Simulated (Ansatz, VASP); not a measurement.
HfO2: VASP beside Ansatz

The input INCAR:

```
SYSTEM = HfO2
  PREC = Accurate
  ENCUT = 600
  EDIFF = 1E-7
  ISMEAR = 0
  SIGMA = 0.02
  LREAL = .FALSE.
  LASPH = .TRUE.
  NELM = 120
  ALGO = Normal
  ISIF = 3
  LWAVE = .FALSE.
  LCHARG = .FALSE.
  GGA = PE
  IBRION = 2
  NSW = 100
  EDIFFG = -0.002
  GGA_COMPAT = .FALSE.
  NELMIN = 4
```

The input KPOINTS:

```
regular mesh
0
G
  12 12 12
  0 0 0
```

The input POSCAR:

```
HfO2
1.0
    0.0000000000      2.5575000000      2.5575000000
    2.5575000000      0.0000000000      2.5575000000
    2.5575000000      2.5575000000      0.0000000000
Hf O
1 2
Direct
    0.0000000000      0.0000000000      0.0000000000
    0.2500000000      0.2500000000      0.2500000000
    0.7500000000      0.7500000000      0.7500000000
```

Input for Ansatz:

```yaml
crystal:
  lattice:
    - [0.0, 2.5575, 2.5575]
    - [2.5575, 0.0, 2.5575]
    - [2.5575, 2.5575, 0.0]
  atoms:
    - { symbol: Hf, position: [0.0, 0.0, 0.0] }
    - { symbol: O, position: [0.25, 0.25, 0.25] }
    - { symbol: O, position: [0.75, 0.75, 0.75] }
basis:
  ecutwfc: 420
kpoints:
  mp_grid: { grid: [12, 12, 12] }
hamiltonian:
  xc: pbe
scf:
  occupations: { method: gaussian, width: 0.02 }
output:
  forces: true
  stress: true
  eigenvalues: true
  write_density: true
  write_potential: true
  elf: true
  volumetric_format: npy
relax:
  adjacent_minimum: "off"
  f_tol: 0.002
  max_steps: 80
  cell: { stress_tol: 0.02 }
```

Alike in both runs: task relaxation of cell and atoms; functional PBE; k mesh 12 × 12 × 12; occupations gaussian, width 0.02 eV; no spin polarisation.

|  | VASP | Ansatz |
| --- | --- | --- |
| version | VASP 6.6.1 | Ansatz 0.2.0 |
| potentials or method | VASP PAW PBE potentials, release 64 (Hf_pv, O), cutoff 600 eV | scalar-relativistic, plane waves, PAW |
| valence electrons in the cell | 22 | 38 |

Ansatz gave:

```
gap on the k mesh at the Fermi level, each at its own relaxed structure (eV) : 3.75
relaxed volume (Å³/atom)                                                     : 11.04
relaxed cell length with the largest relative difference (Å)                 : 3.605
```

Q: What did VASP give for the same quantities?

A: gap on the k mesh at the Fermi level, each at its own relaxed structure (eV): 3.80; relaxed volume (Å³/atom): 10.86; relaxed cell length with the largest relative difference (Å): 3.585.

VASP's potentials hold 22 valence electrons a cell and Ansatz's 38, so a difference there can come from the potentials and not from the codes.

Neither program's run includes spin-orbit coupling.
